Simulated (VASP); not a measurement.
# Te2Mo: single point with LDA

Te2Mo, a slab with vacuum:

```
CELL_PARAMETERS angstrom
3.25856 0.00000 0.00000
-1.62928 2.82199 0.00000
0.00000 0.00000 17.51981
ATOMIC_POSITIONS crystal
Te 0.33333 0.66667 0.89753
Te 0.33333 0.66667 0.10247
Mo 0.00000 0.00000 0.00000
```

This cell differs from its parent crystal: strain -0.0600 x Voigt [1, 1, 0, 0, 0, 0].

```json
{
  "Program": "VASP 6.6.1",
  "Task": "single point",
  "Functional": "LDA",
  "Potentials or basis": "VASP PAW LDA potentials, release 64 (Te, Mo_sv)",
  "Cutoff": "520 eV",
  "k mesh": "12 × 12 × 2",
  "Occupations": "gaussian, width 0.05 eV",
  "Spin": "no spin polarisation",
  "Dipole correction": "no",
  "Further INCAR settings": "ALGO = Normal; EDIFF = 1e-06; NBANDS = 20"
}
```

* Largest force: 1.516 eV/Å
* Band gap on the k mesh: 0.90 eV (least direct gap 1.51 eV)

Forces on the atoms (eV/Å):
```
Te   0.000  0.000 -1.516
Te   0.000  0.000  1.516
Mo   0.000  0.000  0.000
```

Levels at points of the mesh, in eV from the valence-band top:
```
           k point  band 11  band 12  band 13  band 14  band 15  band 16
(0.00, 0.00, 0.00)    -1.51    -0.95    -0.95     3.88     3.94     3.94
(0.50, 0.00, 0.00)    -2.39    -1.25     0.00     1.75     1.81     3.36
(0.00, 0.00, 0.50)    -1.51    -0.95    -0.95     3.94     3.94     3.99
(0.50, 0.00, 0.50)    -2.39    -1.25     0.00     1.75     1.81     3.36
```

Run time: 3 min on 1 thread of Intel Xeon 8259CL (shared host), peak memory 0.29 GiB.

Caveat: the cell differs from its parent crystal (strain -0.0600 x Voigt [1, 1, 0, 0, 0, 0]); there is no dipole correction, which matters where the two faces differ; spin-orbit coupling is left out, which moves the levels of the heavy elements.
